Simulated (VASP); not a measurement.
# Mo (P6_3/mmc) in VASP: further runs

Runs on Mo. Level: PBE. Tasks: single point, relaxation of cell and atoms.

Everything below comes from runs of VASP 6.6.1. Logs are shortened: lines on timing, memory, paths and dates and some standing lists are left out, and cuts for length are marked.

## 1. The cell of the first run

Symmetry: P6_3/mmc, No. 194, hexagonal system. The conventional cell has a = 2.763 Å, b = 2.763 Å, c = 19.884 Å, α = 90.00°, β = 90.00°, γ = 120.00°. Mo (site symmetry 3m) has 10 Mo at 2.57 to 2.88 Å within 3.4 Å. Within 3.4 Å of Mo (site symmetry 3m) lie 10 Mo at 2.57 to 2.88 Å.

This isn't the form of Mo at room conditions, which is bcc.

## 2. Single point, PBE

Input file INCAR:

```
ALGO = Fast ; EDIFF = 1E-7
ENCUT = 520 ; GGA = PE
ISIF = 2 ; ISMEAR = 0
LASPH = True ; LCHARG = False
LREAL = False ; LWAVE = False
NBANDS = 66 ; NELM = 80
PREC = Accurate ; SIGMA = 0.1
```

Input file KPOINTS:

```
k-points
0
Gamma
  15 15 2
```

Input file POSCAR:

```
Mo
1.0
    2.7630250588      0.0000000000      0.0000000000
   -1.3815125294      2.3928498922      0.0000000000
    0.0000000000      0.0000000000     19.8839836274
Mo
8
Direct
    0.0000000000      0.0000000000      0.0647379134
    0.0000000000      0.0000000000      0.5647379134
    0.0000000000      0.0000000000      0.4352620866
    0.0000000000      0.0000000000      0.9352620866
    0.3333333333      0.6666666667      0.1854446005
    0.6666666667      0.3333333333      0.6854446005
    0.3333333333      0.6666666667      0.3145553995
    0.6666666667      0.3333333333      0.8145553995
```

Potentials or basis: VASP PAW PBE potentials, release 64 (Mo_sv).

The run is started by

```console
$ cat potpaw_PBE.64/Mo_sv/POTCAR > POTCAR
$ mpirun -np 1 vasp_std > vasp.out
```

OUTCAR:

```text
EDIFF = 1E-7
   ENCUT = 520
   GGA = PE
   ISIF = 2
   ISMEAR = 0
   LASPH = True
   LREAL = False
   NELM = 80
   PREC = Accurate

 ion  position               nearest neighbor table
   1  0.000  0.000  0.065-   4 2.57   5 2.88   5 2.88   5 2.88
   2  0.000  0.000  0.565-   3 2.57   6 2.88   6 2.88   6 2.88
   3  0.000  0.000  0.435-   2 2.57   7 2.88   7 2.88   7 2.88
   4  0.000  0.000  0.935-   1 2.57   8 2.88   8 2.88   8 2.88
   5  0.333  0.667  0.185-   7 2.57   1 2.88   1 2.88   1 2.88
   6  0.667  0.333  0.685-   8 2.57   2 2.88   2 2.88   2 2.88
   7  0.333  0.667  0.315-   5 2.57   3 2.88   3 2.88   3 2.88
   8  0.667  0.333  0.815-   6 2.57   4 2.88   4 2.88   4 2.88

  LATTYP: Found a hexagonal cell.
 ALAT       =     2.7630250588
 C/A-ratio  =     7.1964543224

  Lattice vectors:

 A1 = (   2.7630250588,   0.0000000000,   0.0000000000)
 A2 = (  -1.3815125294,   2.3928498922,   0.0000000000)
 A3 = (   0.0000000000,   0.0000000000,  19.8839836274)

Analysis of symmetry for initial positions (statically):
=====================================================================
 Subroutine PRICEL returns:
 Original cell was already a primitive cell.

 Routine SETGRP: Setting up the symmetry group for a
 hexagonal supercell.

 Subroutine GETGRP returns: Found 24 space group operations
 (whereof 12 operations were pure point group operations)
 out of a pool of 24 trial point group operations.

The static configuration has the point symmetry D_3d.
 The point group associated with its full space group is D_6h.

Analysis of symmetry for dynamics (positions and initial velocities):
=====================================================================
 Subroutine PRICEL returns:
 Original cell was already a primitive cell.

 Routine SETGRP: Setting up the symmetry group for a
 hexagonal supercell.

 Subroutine GETGRP returns: Found 24 space group operations
 (whereof 12 operations were pure point group operations)
 out of a pool of 24 trial point group operations.

The dynamic configuration has the point symmetry D_3d.
 The point group associated with its full space group is D_6h.

 Subroutine INISYM returns: Found 24 space group operations
 (whereof 12 operations are pure point group operations),
 and found     1 'primitive' translations

----------------------------------------------------------------------------------------

                                     Primitive cell

  volume of cell :     131.4630

  direct lattice vectors                    reciprocal lattice vectors
     2.763025059  0.000000000  0.000000000     0.361922161  0.208955857  0.000000000
    -1.381512529  2.392849892  0.000000000     0.000000000  0.417911714  0.000000000
     0.000000000  0.000000000 19.883983627     0.000000000  0.000000000  0.050291733

  length of vectors
     2.763025059  2.763025059 19.883983627     0.417911714  0.417911714  0.050291733

  position of ions in fractional coordinates (direct lattice)
     0.000000000  0.000000000  0.064737913
     0.000000000  0.000000000  0.564737913
     0.000000000  0.000000000  0.435262087
     0.000000000  0.000000000  0.935262087
     0.333333333  0.666666667  0.185444600
     0.666666667  0.333333333  0.685444600
     0.333333333  0.666666667  0.314555400
     0.666666667  0.333333333  0.814555400

  ion indices of the primitive-cell ions
   primitive index   ion index
                 1           1
                 2           2
                 3           3
                 4           4
                 5           5
                 6           6
                 7           7
                 8           8

----------------------------------------------------------------------------------------

 KPOINTS: k-points

Automatic generation of k-mesh.
 Grid dimensions read from file:
 generate k-points for:   15   15    2

 Generating k-lattice:

  Cartesian coordinates                     Fractional coordinates (reciprocal lattice)
     0.024128144  0.013930390  0.000000000     0.066666667  0.000000000  0.000000000
     0.000000000  0.027860781  0.000000000     0.000000000  0.066666667  0.000000000
     0.000000000  0.000000000  0.025145867     0.000000000  0.000000000  0.500000000

  Length of vectors
     0.027860781  0.027860781  0.025145867

  Shift w.r.t. Gamma in fractional coordinates (k-lattice)
     0.000000000  0.000000000  0.000000000

 Subroutine IBZKPT returns following result:
 ===========================================

 Found     54 irreducible k-points:

 Following reciprocal coordinates:
            Coordinates               Weight
  0.000000  0.000000  0.000000      1.000000
  0.066667 -0.000000  0.000000      6.000000
  0.133333 -0.000000  0.000000      6.000000
  0.200000 -0.000000  0.000000      6.000000
  0.266667 -0.000000  0.000000      6.000000
  0.333333 -0.000000  0.000000      6.000000
[... 16 lines left out ...]
  0.333333  0.200000  0.000000     12.000000
  0.400000  0.200000  0.000000      6.000000
 [... further k-points ...]
   k-points           NKPTS =     54   k-points in BZ     NKDIM =     54   number of bands    NBANDS=     66
   number of dos      NEDOS =    301   number of ions     NIONS =      8
   total plane-waves  NPLWV =  86400
   dimension x,y,z NGX =    24 NGY =   24 NGZ =  150
   dimension x,y,z NGXF=    48 NGYF=   48 NGZF=  300
   ions per type =               8
   NGX,Y,Z   is equivalent  to a cutoff of  14.44, 14.44, 12.54 a.u.
   NGXF,Y,Z  is equivalent  to a cutoff of  28.88, 28.88, 25.08 a.u.
 SYSTEM =  unknown system
   PREC   = accura    normal or accurate (medium, high low for compatibility)
   ISTART =      0    job   : 0-new  1-cont  2-samecut
   ICHARG =      2    charge: 1-file 2-atom 10-const
   ISPIN  =      1    spin polarized calculation?
   LNONCOLLINEAR =      F non collinear calculations
   LSORBIT =      F    spin-orbit coupling
   LASPH  =      T    aspherical Exc in radial PAW
   ENCUT  =  520.0 eV  38.22 Ry    6.18 a.u.   5.14  5.14 36.97*2*pi/ulx,y,z
   NELM   =     80;   NELMIN=  2; NELMDL= -5     # of ELM steps
   EDIFF  = 0.1E-06   stopping-criterion for ELM
   LREAL  =      F    real-space projection
   EDIFFG = 0.1E-05   stopping-criterion for IOM
   NSW    =      0    number of steps for IOM
   IBRION =     -1    ionic relax: 0-MD 1-quasi-New 2-CG
   NFREE  =      0    steps in history (QN), initial steepest desc. (CG)
   ISIF   =      2    stress and relaxation
   ISYM   =      2    0-nonsym 1-usesym 2-fastsym
   POTIM  = 0.5000    time-step for ionic-motion
   TEBEG  =    0.0;   TEEND  =   0.0 temperature during run
   PSTRESS=    0.0 pullay stress
   NELECT =     112.0000    total number of electrons
   NUPDOWN=      -1.0000    fix difference up-down
   EMIN   =  10.00;   EMAX   =-10.00  energy-range for DOS
   EFERMI =   0.00;   METHOD = LEGACY
   ISMEAR =     0;   SIGMA  =   0.10  broadening in eV -4-tet -1-fermi 0-gaus
   EFERMI_NEDOS =   21; number of points for ismear=-14 and -15
   IALGO  =     68    algorithm
   IMIX   =      4    mixing-type and parameters
     AMIX     =   0.40;   BMIX     =  1.00
     AMIX_MAG =   1.60;   BMIX_MAG =  1.00
  volume/ion in A,a.u.               =      16.43       110.89
  Fermi-wavevector in a.u.,A,eV,Ry     =   1.551957  2.932773 32.770581  2.408570
  Thomas-Fermi vector in A             =   2.656401
   LORBIT       =      0    0 simple, 1 ext, 2 COOP (PROOUT), +10 PAW based schemes
   GGA     = PE    functional components
   LHFCALC =     F    Hartree Fock is set to
   AEXX    =    0.0000 exact exchange contribution
   IVDW    =     0    specifies the selected vdW correction
   LEPSILON=     F    determine dielectric tensor
   LRPA    =     F    only Hartree local field effects (RPA)
 non-spin polarized calculation
 RMM-DIIS sequential band-by-band and
 Gauss-broadening in eV      SIGMA  =   0.10
  energy-cutoff  :      520.00
  volume of cell :      131.46
 maximum number of plane-waves:      3567
 NGX is ok and might be reduce to    24

 number of electron     111.9999974 magnetization

 Free energy of the ion-electron system (eV)
  ---------------------------------------------------
  ext. energy  EPLUGINS =         0.00000000
  ---------------------------------------------------
  free energy    TOTEN  =       -81.81302359 eV

  energy without entropy =      -81.77812753  energy(sigma->0) =      -81.79557556

 E-fermi :  11.6655     XC(G=0): -13.0457

 val. band max:       11.6582390770   @ k =   0.2667   0.2667   0.0000
 cond. band min:      11.6758683237   @ k =   0.2000   0.0667   0.0000
 fundamental gap:      0.0176292467
 Fermi energy:        11.6654709661

 k-point     1 :       0.0000    0.0000    0.0000
  band No.  band energies     occupation
      1     -49.3087      2.00000
      2     -49.2838      2.00000
      3     -49.2757      2.00000
      4     -49.2190      2.00000
      5     -49.1968      2.00000
      6     -49.1405      2.00000
[... 58 lines left out ...]
     65      12.8230      0.00000
     66      12.8249      0.00000

 k-point     2 :       0.0667   -0.0000    0.0000
  band No.  band energies     occupation
      1     -49.2995      2.00000
      2     -49.2749      2.00000
      3     -49.2667      2.00000
      4     -49.2114      2.00000
      5     -49.1877      2.00000
      6     -49.1328      2.00000
[... 58 lines left out ...]
     65      12.7287      0.00000
     66      12.7816      0.00000

 k-point     3 :       0.1333   -0.0000    0.0000
  band No.  band energies     occupation
      1     -49.2731      2.00000
      2     -49.2496      2.00000
      3     -49.2412      2.00000
      4     -49.1900      2.00000
      5     -49.1618      2.00000
      6     -49.1110      2.00000
[... 1438 lines left out ...]
     65      13.0633      0.00000
     66      13.4119      0.00000

 k-point    24 :       0.4000    0.2000    0.0000
  band No.  band energies     occupation
      1     -49.0602      2.00000
      2     -49.0558      2.00000
      3     -49.0452      2.00000
      4     -49.0393      2.00000
      5     -48.9531      2.00000
      6     -48.9477      2.00000
[... 58 lines left out ...]
     65      13.2985      0.00000
     66      13.4543      0.00000

 [... further k-points ...]

------------------------ aborting loop because EDIFF is reached ----------------------------------------

  FORCE on cell =-STRESS in cart. coord.  units (eV):
  Direction    XX          YY          ZZ          XY          YZ          ZX
  --------------------------------------------------------------------------------------
  -------------------------------------------------------------------------------------
  Total        0.3587433      0.3587433      0.4006277     -0.0000000      0.0000000     -0.0000000
  in kB        4.3721057      4.3721057      4.8825628     -0.0000000      0.0000000     -0.0000000
  external PRESSURE =       4.5422580 kB  Pullay stress =       0.0000000 kB

 VOLUME and BASIS-vectors are now :
 -----------------------------------------------------------------------------
  energy-cutoff  :      520.00
  volume of cell :      131.46
      direct lattice vectors                 reciprocal lattice vectors
     2.763025059  0.000000000  0.000000000     0.361922161  0.208955857  0.000000000
    -1.381512529  2.392849892  0.000000000     0.000000000  0.417911714  0.000000000
     0.000000000  0.000000000 19.883983627     0.000000000  0.000000000  0.050291733

 POSITION                                       TOTAL-FORCE (eV/Angst)
 -----------------------------------------------------------------------------------
      0.00000      0.00000      1.28725         0.000000      0.000000      0.008387
      0.00000      0.00000     11.22924         0.000000     -0.000000      0.008387
      0.00000      0.00000      8.65474         0.000000      0.000000     -0.008387
      0.00000      0.00000     18.59674         0.000000     -0.000000     -0.008387
     -0.00000      1.59523      3.68738        -0.000000      0.000000     -0.015236
      1.38151      0.79762     13.62937        -0.000000     -0.000000     -0.015236
     -0.00000      1.59523      6.25461        -0.000000      0.000000      0.015236
      1.38151      0.79762     16.19661         0.000000     -0.000000      0.015236
 -----------------------------------------------------------------------------------
    total drift:                                0.000000     -0.000000      0.000000

  FREE ENERGIE OF THE ION-ELECTRON SYSTEM (eV)
  ---------------------------------------------------
  free  energy   TOTEN  =       -81.8130235918 eV

  energy  without entropy=      -81.7781275348  energy(sigma->0) =      -81.79557556
```

Run time: 11 min. Hardware: 1 thread of Intel Xeon Platinum 8488C (Sapphire Rapids), shared host; peak memory 0.47 GiB.

Results:

| Property | Result |
| --- | --- |
| Free energy | -81.8130 eV |
| Pressure | 0.5 GPa |
| Largest force | 0.015 eV/Å |
| Band gap on the k mesh | zero (bands 56 and 57 overlap by 1.26 eV) |

Forces in eV/Å, atoms in the order of the input:
```
Mo   0.000  0.000  0.008
Mo   0.000  0.000  0.008
Mo   0.000  0.000 -0.008
Mo   0.000  0.000 -0.008
Mo   0.000  0.000 -0.015
Mo   0.000  0.000 -0.015
Mo   0.000  0.000  0.015
Mo   0.000  0.000  0.015
```

## 3. Single point, PBE

This run uses another cell than the first one: it holds 4 atoms, not 8.

Input file INCAR:

```
PREC = Accurate ; ENCUT = 520
EDIFF = 1E-6 ; ISMEAR = 0
SIGMA = 0.1 ; LREAL = False
LASPH = True ; NELM = 100
ALGO = Normal ; ISIF = 2
LWAVE = False ; LCHARG = False
GGA = PE ; NBANDS = 36
```

Input file KPOINTS:

```
Automatic mesh
0
Gamma
  9 9 2
```

Input file POSCAR:

```
Mo
1.0
    2.7692286419      0.0000000000      0.0000000000
   -1.3846143209      2.3982223528      0.0000000000
    0.0000000000      0.0000000000      9.6612926128
Mo
4
Direct
    0.0000000000      0.0000000000      0.0000000000
    0.0000000000      0.0000000000      0.5000000000
    0.3333333333      0.6666666667      0.7500000000
    0.6666666667      0.3333333333      0.2500000000
```

Potentials or basis: VASP PAW PBE potentials, release 64 (Mo_sv).

The run is started by

```console
$ cat potpaw_PBE.64/Mo_sv/POTCAR > POTCAR
$ mpirun -np 1 vasp_std > vasp.out
```

It took 22 s on 1 thread of Intel Xeon 6975P-C (Granite Rapids), shared host; peak memory 0.2 GiB.

Results (log left out):

```yaml
Free_energy: -42.0716 eV
Pressure: 0.4 GPa
Band_gap_on_the_k_mesh: zero (bands 28 and 29 overlap by 1.60 eV)
```

Stress tensor (GPa, compression positive):
```
0.61 0.00 0.00
0.00 0.61 0.00
0.00 0.00 0.03
```

Levels at points of the mesh, in eV from the Fermi level:
```tsv
k point	band 25	band 26	band 27	band 28	band 29	band 30	band 31	band 32
(0.00, 0.00, 0.00)	-0.80	-0.66	-0.66	-0.43	-0.43	-0.24	-0.24	0.76
(0.00, 0.00, 0.50)	-0.68	-0.68	-0.45	-0.45	-0.41	-0.41	-0.41	-0.41
```

[end of part 1 of 2]
